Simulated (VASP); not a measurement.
# BN (P6_3/mmc) in VASP: notebook

The runs below take BN through single point, with LDA.

Everything below comes from runs of VASP 6.6.1. Logs are shortened: lines on timing, memory, paths and dates and some standing lists are left out, and cuts for length are marked.

**1. The cell of the first run**

Symmetry: P6_3/mmc, No. 194, hexagonal system. Conventional cell: a = 2.350 Å, b = 2.350 Å, c = 6.756 Å, α = 90.00°, β = 90.00°, γ = 120.00°. B (site symmetry -6m2) has 3 N at 1.36 Å within 1.8 Å. Within 1.8 Å of N (site symmetry -6m2) lie 3 B at 1.36 Å.

**2. Single point, LDA (volume 8.081 Å^3 an atom, c/a of the conventional cell 2.8746)**

The input, INCAR:

```
PREC = Accurate
ENCUT = 520
EDIFF = 1E-7
ISMEAR = 0
SIGMA = 0.05
LREAL = False
LASPH = True
NELM = 100
ALGO = Normal
ISIF = 2
LWAVE = False
LCHARG = False
GGA = CA
NBANDS = 16
```

The input, KPOINTS:

```
regular mesh
0
Gamma
  12 12 4
```

The input, POSCAR:

```
BN
1.0
    2.3503850446      0.0000000000      0.0000000000
   -1.1751925223      2.0354931573      0.0000000000
    0.0000000000      0.0000000000      6.7564168491
B N
2 2
Direct
    0.3333333333      0.6666666667      0.2500000000
    0.6666666667      0.3333333333      0.7500000000
    0.3333333333      0.6666666667      0.7500000000
    0.6666666667      0.3333333333      0.2500000000
```

Potentials or basis: VASP PAW LDA potentials, release 64 (B, N).

Launch:

```
> cat potpaw_LDA.64/B/POTCAR potpaw_LDA.64/N/POTCAR > POTCAR
> mpirun -np 1 vasp_std > vasp.out
```

OUTCAR:

```text
PREC = Accurate
   ENCUT = 520
   EDIFF = 1E-7
   ISMEAR = 0
   LREAL = False
   LASPH = True
   NELM = 100
   ISIF = 2
   GGA = CA

 ion  position               nearest neighbor table
   1  0.333  0.667  0.250-   4 1.36   4 1.36   4 1.36
   2  0.667  0.333  0.750-   3 1.36   3 1.36   3 1.36
   3  0.333  0.667  0.750-   2 1.36   2 1.36   2 1.36
   4  0.667  0.333  0.250-   1 1.36   1 1.36   1 1.36

  LATTYP: Found a hexagonal cell.
 ALAT       =     2.3503850446
 C/A-ratio  =     2.8746000000

  Lattice vectors:

 A1 = (   2.3503850446,   0.0000000000,   0.0000000000)
 A2 = (  -1.1751925223,   2.0354931573,   0.0000000000)
 A3 = (   0.0000000000,   0.0000000000,   6.7564168491)

Analysis of symmetry for initial positions (statically):
=====================================================================
 Subroutine PRICEL returns:
 Original cell was already a primitive cell.

 Routine SETGRP: Setting up the symmetry group for a
 hexagonal supercell.

 Subroutine GETGRP returns: Found 24 space group operations
 (whereof 12 operations were pure point group operations)
 out of a pool of 24 trial point group operations.

The static configuration has the point symmetry D_3d.
 The point group associated with its full space group is D_6h.

Analysis of symmetry for dynamics (positions and initial velocities):
=====================================================================
 Subroutine PRICEL returns:
 Original cell was already a primitive cell.

 Routine SETGRP: Setting up the symmetry group for a
 hexagonal supercell.

 Subroutine GETGRP returns: Found 24 space group operations
 (whereof 12 operations were pure point group operations)
 out of a pool of 24 trial point group operations.

The dynamic configuration has the point symmetry D_3d.
 The point group associated with its full space group is D_6h.

 Subroutine INISYM returns: Found 24 space group operations
 (whereof 12 operations are pure point group operations),
 and found     1 'primitive' translations

----------------------------------------------------------------------------------------

                                     Primitive cell

  volume of cell :      32.3240

  direct lattice vectors                    reciprocal lattice vectors
     2.350385045  0.000000000  0.000000000     0.425462203  0.245640718  0.000000000
    -1.175192522  2.035493157  0.000000000     0.000000000  0.491281435  0.000000000
     0.000000000  0.000000000  6.756416849     0.000000000  0.000000000  0.148007446

  length of vectors
     2.350385045  2.350385045  6.756416849     0.491281435  0.491281435  0.148007446

  position of ions in fractional coordinates (direct lattice)
     0.333333333  0.666666667  0.250000000
     0.666666667  0.333333333  0.750000000
     0.333333333  0.666666667  0.750000000
     0.666666667  0.333333333  0.250000000

  ion indices of the primitive-cell ions
   primitive index   ion index
                 1           1
                 2           2
                 3           3
                 4           4

----------------------------------------------------------------------------------------

 KPOINTS: regular mesh

Automatic generation of k-mesh.
 Grid dimensions read from file:
 generate k-points for:   12   12    4

 Generating k-lattice:

  Cartesian coordinates                     Fractional coordinates (reciprocal lattice)
     0.035455184  0.020470060  0.000000000     0.083333333  0.000000000  0.000000000
     0.000000000  0.040940120  0.000000000     0.000000000  0.083333333  0.000000000
     0.000000000  0.000000000  0.037001861     0.000000000  0.000000000  0.250000000

  Length of vectors
     0.040940120  0.040940120  0.037001861

  Shift w.r.t. Gamma in fractional coordinates (k-lattice)
     0.000000000  0.000000000  0.000000000

 Subroutine IBZKPT returns following result:
 ===========================================

 Found     57 irreducible k-points:

 Following reciprocal coordinates:
            Coordinates               Weight
  0.000000  0.000000  0.000000      1.000000
  0.083333 -0.000000  0.000000      6.000000
  0.166667 -0.000000  0.000000      6.000000
  0.250000 -0.000000  0.000000      6.000000
  0.333333 -0.000000  0.000000      6.000000
  0.416667 -0.000000  0.000000      6.000000
[... 16 lines left out ...]
  0.250000 -0.000000  0.250000     12.000000
  0.333333 -0.000000  0.250000     12.000000
 [... further k-points ...]
   k-points           NKPTS =     57   k-points in BZ     NKDIM =     57   number of bands    NBANDS=     16
   number of dos      NEDOS =    301   number of ions     NIONS =      4
   total plane-waves  NPLWV =  16200
   dimension x,y,z NGX =    18 NGY =   18 NGZ =   50
   dimension x,y,z NGXF=    36 NGYF=   36 NGZF=  100
   ions per type =               2   2
   NGX,Y,Z   is equivalent  to a cutoff of  12.73, 12.73, 12.30 a.u.
   NGXF,Y,Z  is equivalent  to a cutoff of  25.46, 25.46, 24.61 a.u.
 SYSTEM =  unknown system
   PREC   = accura    normal or accurate (medium, high low for compatibility)
   ISTART =      0    job   : 0-new  1-cont  2-samecut
   ICHARG =      2    charge: 1-file 2-atom 10-const
   ISPIN  =      1    spin polarized calculation?
   LNONCOLLINEAR =      F non collinear calculations
   LSORBIT =      F    spin-orbit coupling
   LASPH  =      T    aspherical Exc in radial PAW
   ENCUT  =  520.0 eV  38.22 Ry    6.18 a.u.   4.37  4.37 12.56*2*pi/ulx,y,z
   NELM   =    100;   NELMIN=  2; NELMDL= -5     # of ELM steps
   EDIFF  = 0.1E-06   stopping-criterion for ELM
   LREAL  =      F    real-space projection
   EDIFFG = 0.1E-05   stopping-criterion for IOM
   NSW    =      0    number of steps for IOM
   IBRION =     -1    ionic relax: 0-MD 1-quasi-New 2-CG
   NFREE  =      0    steps in history (QN), initial steepest desc. (CG)
   ISIF   =      2    stress and relaxation
   ISYM   =      2    0-nonsym 1-usesym 2-fastsym
   POTIM  = 0.5000    time-step for ionic-motion
   TEBEG  =    0.0;   TEEND  =   0.0 temperature during run
   PSTRESS=    0.0 pullay stress
   NELECT =      16.0000    total number of electrons
   NUPDOWN=      -1.0000    fix difference up-down
   EMIN   =  10.00;   EMAX   =-10.00  energy-range for DOS
   EFERMI =   0.00;   METHOD = LEGACY
   ISMEAR =     0;   SIGMA  =   0.05  broadening in eV -4-tet -1-fermi 0-gaus
   EFERMI_NEDOS =   21; number of points for ismear=-14 and -15
   IALGO  =     38    algorithm
   IMIX   =      4    mixing-type and parameters
     AMIX     =   0.40;   BMIX     =  1.00
     AMIX_MAG =   1.60;   BMIX_MAG =  1.00
  volume/ion in A,a.u.               =       8.08        54.53
  Fermi-wavevector in a.u.,A,eV,Ry     =   1.295010  2.447214 22.817663  1.677051
  Thomas-Fermi vector in A             =   2.426557
   LORBIT       =      0    0 simple, 1 ext, 2 COOP (PROOUT), +10 PAW based schemes
   GGA     = CA    functional components
   LHFCALC =     F    Hartree Fock is set to
   AEXX    =    0.0000 exact exchange contribution
   IVDW    =     0    specifies the selected vdW correction
   LEPSILON=     F    determine dielectric tensor
   LRPA    =     F    only Hartree local field effects (RPA)
 non-spin polarized calculation
 Gauss-broadening in eV      SIGMA  =   0.05
  energy-cutoff  :      520.00
  volume of cell :       32.32
 maximum number of plane-waves:       902
 NGX is ok and might be reduce to    18
   NGX =  9   NGY =  9   NGZ = 25

 number of electron      16.0000006 magnetization

 Free energy of the ion-electron system (eV)
  ---------------------------------------------------
  ext. energy  EPLUGINS =         0.00000000
  ---------------------------------------------------
  free energy    TOTEN  =       -37.66782383 eV

  energy without entropy =      -37.66782383  energy(sigma->0) =      -37.66782383

 E-fermi :   3.1499     XC(G=0): -10.8046

 val. band max:        2.8783770285   @ k =   0.3333   0.3333   0.5000
 cond. band min:       7.2518833000   @ k =   0.5000  -0.0000   0.0000
 fundamental gap:      4.3735062715
 Fermi energy:         3.1498607002

 k-point     1 :       0.0000    0.0000    0.0000
  band No.  band energies     occupation
      1     -15.8621      2.00000
      2     -15.6037      2.00000
      3      -4.4008      2.00000
      4      -2.4982      2.00000
      5       1.7936      2.00000
      6       1.7936      2.00000
[... 8 lines left out ...]
     15      17.8675      0.00000
     16      18.0224      0.00000

 k-point     2 :       0.0833   -0.0000    0.0000
  band No.  band energies     occupation
      1     -15.7080      2.00000
      2     -15.4539      2.00000
      3      -4.1831      2.00000
      4      -2.2968      2.00000
      5       1.1958      2.00000
      6       1.2124      2.00000
[... 8 lines left out ...]
     15      17.4177      0.00000
     16      18.1788      0.00000

 k-point     3 :       0.1667   -0.0000    0.0000
  band No.  band energies     occupation
      1     -15.2518      2.00000
      2     -15.0108      2.00000
      3      -3.5369      2.00000
      4      -1.7024      2.00000
      5      -0.3434      2.00000
      6      -0.3229      2.00000
[... 8 lines left out ...]
     15      18.6971      0.00000
     16      19.0191      0.00000

 k-point     4 :       0.2500   -0.0000    0.0000
  band No.  band energies     occupation
      1     -14.5179      2.00000
      2     -14.2994      2.00000
      3      -2.4875      2.00000
      4      -2.3356      2.00000
      5      -2.2976      2.00000
      6      -0.7517      2.00000
[... 8 lines left out ...]
     15      20.1012      0.00000
     16      21.3273      0.00000
[... 324 lines left out ...]
 k-point    22 :       0.1667   -0.0000    0.2500
  band No.  band energies     occupation
      1     -15.2181      2.00000
      2     -15.0477      2.00000
      3      -3.3102      2.00000
      4      -2.0294      2.00000
      5      -0.3374      2.00000
      6      -0.3198      2.00000
[... 8 lines left out ...]
     15      18.6227      0.00000
     16      18.6839      0.00000

 k-point    23 :       0.2500   -0.0000    0.2500
  band No.  band energies     occupation
      1     -14.4872      2.00000
      2     -14.3328      2.00000
      3      -2.3935      2.00000
      4      -2.3105      2.00000
      5      -2.2048      2.00000
      6      -1.0444      2.00000
[... 8 lines left out ...]
     15      21.3397      0.00000
     16      21.4074      0.00000

 k-point    24 :       0.3333   -0.0000    0.2500
  band No.  band energies     occupation
      1     -13.5435      2.00000
      2     -13.4140      2.00000
      3      -4.3561      2.00000
      4      -4.3157      2.00000
      5      -0.9084      2.00000
      6      -0.8989      2.00000
[... 8 lines left out ...]
     15      21.2552      0.00000
     16      22.9593      0.00000

 [... further k-points ...]

------------------------ aborting loop because EDIFF is reached ----------------------------------------

  FORCE on cell =-STRESS in cart. coord.  units (eV):
  Direction    XX          YY          ZZ          XY          YZ          ZX
  --------------------------------------------------------------------------------------
  -------------------------------------------------------------------------------------
  Total       16.3037730     16.3037730     -0.2131166      0.0000000      0.0000000      0.0000000
  in kB      808.1158120    808.1158120    -10.5633763      0.0000000      0.0000000      0.0000000
  external PRESSURE =     535.2227492 kB  Pullay stress =       0.0000000 kB

 VOLUME and BASIS-vectors are now :
 -----------------------------------------------------------------------------
  energy-cutoff  :      520.00
  volume of cell :       32.32
      direct lattice vectors                 reciprocal lattice vectors
     2.350385045  0.000000000  0.000000000     0.425462203  0.245640718  0.000000000
    -1.175192522  2.035493157  0.000000000     0.000000000  0.491281435  0.000000000
     0.000000000  0.000000000  6.756416849     0.000000000  0.000000000  0.148007446

 POSITION                                       TOTAL-FORCE (eV/Angst)
 -----------------------------------------------------------------------------------
     -0.00000      1.35700      1.68910        -0.000000     -0.000000      0.000000
      1.17519      0.67850      5.06731         0.000000      0.000000      0.000000
     -0.00000      1.35700      5.06731        -0.000000      0.000000      0.000000
      1.17519      0.67850      1.68910         0.000000     -0.000000      0.000000
 -----------------------------------------------------------------------------------
    total drift:                                0.000000     -0.000000      0.000000

  FREE ENERGIE OF THE ION-ELECTRON SYSTEM (eV)
  ---------------------------------------------------
  free  energy   TOTEN  =       -37.6678238279 eV

  energy  without entropy=      -37.6678238279  energy(sigma->0) =      -37.66782383
```

Wall time 15 s (1 thread of AMD EPYC 9R45 (Zen 5), shared host); peak memory 0.11 GiB.

What came out:

```yaml
Free_energy: -37.6678 eV
Pressure: 53.5 GPa
Band_gap_on_the_k_mesh: 4.37 eV, indirect (least direct gap 4.96 eV)
```

 A k mesh can miss the band edges.

[end of part 1 of 2]
